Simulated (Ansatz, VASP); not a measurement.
## Two plane-wave programs on F

INCAR

```
PREC = Accurate ; ENCUT = 910
EDIFF = 1E-6 ; ISMEAR = 0
SIGMA = 0.05 ; LREAL = False
LASPH = True ; NELM = 120
ALGO = Normal ; ISIF = 2
LWAVE = False ; LCHARG = True
GGA = PS ; LELF = True
LVHAR = True ; NBANDS = 22
GGA_COMPAT = False
```

File KPOINTS:

```
regular mesh
0
Gamma
  4 4 2
```

Contents of POSCAR:

```
F
1.0
    3.0025580230     -1.8107796449     -0.2315831773
    3.0025580230      1.8107796449     -0.2315831773
   -2.2322205195      0.0000000000      7.2411238477
F
4
Direct
    0.0848459664      0.0848459664      0.0940038325
    0.9151540336      0.9151540336      0.9059961675
    0.5015719855      0.5015719855      0.5937195244
    0.4984280145      0.4984280145      0.4062804756
```

Input for Ansatz:

```yaml
crystal:
  lattice:
    - [3.002558023, -1.8107796449, -0.2315831773]
    - [3.002558023, 1.8107796449, -0.2315831773]
    - [-2.2322205195, 0.0, 7.2411238477]
  atoms:
    - { symbol: F, position: [0.0848459664, 0.0848459664, 0.0940038325] }
    - { symbol: F, position: [0.9151540336, 0.9151540336, 0.9059961675] }
    - { symbol: F, position: [0.5015719855, 0.5015719855, 0.5937195244] }
    - { symbol: F, position: [0.4984280145, 0.4984280145, 0.4062804756] }
basis:
  ecutwfc: 520.0
kpoints:
  mp_grid: { grid: [4, 4, 2] }
hamiltonian:
  xc: pbesol
scf:
  occupations: { method: gaussian, width: 0.05 }
output:
  forces: true
  stress: true
  eigenvalues: true
```

Change from the starting cell: volume 19.217 Å^3 an atom, stretch along a over the lengths across it, relative to the relaxed cell 0.9530.

Alike in both runs: task single point; functional PBEsol; k mesh 4 × 4 × 2; occupations gaussian, width 0.05 eV; no spin polarisation.

```csv
,VASP,Ansatz
version,VASP 6.6.1,Ansatz 0.2.0
potentials or method,"VASP PAW PBE potentials, release 64 (F_h), cutoff 910 eV","scalar-relativistic, plane waves, PAW"
valence electrons in the cell,28,28
```

|  | VASP | Ansatz | Ansatz less VASP |
| --- | --- | --- | --- |
| gap on the k mesh at the Fermi level (eV) | 2.91 | 2.91 | +0.003 |
| least direct gap on the mesh (eV) | 2.98 | 2.99 | +0.002 |
| rms of the force components (eV/Å) | 0.262 | 0.281 | +0.0188 |

VASP's potentials were made for PBE, not for PBEsol. Atom by atom the forces differ by 0.019 eV/Å (rms over components). With one functional, cell and mesh, what is left measures potentials, basis and numerics.

The k mesh is coarse, so the values compare programs but aren't converged. Noted on VASP's run: the cutoff is short for stress, so the pressure is rough.
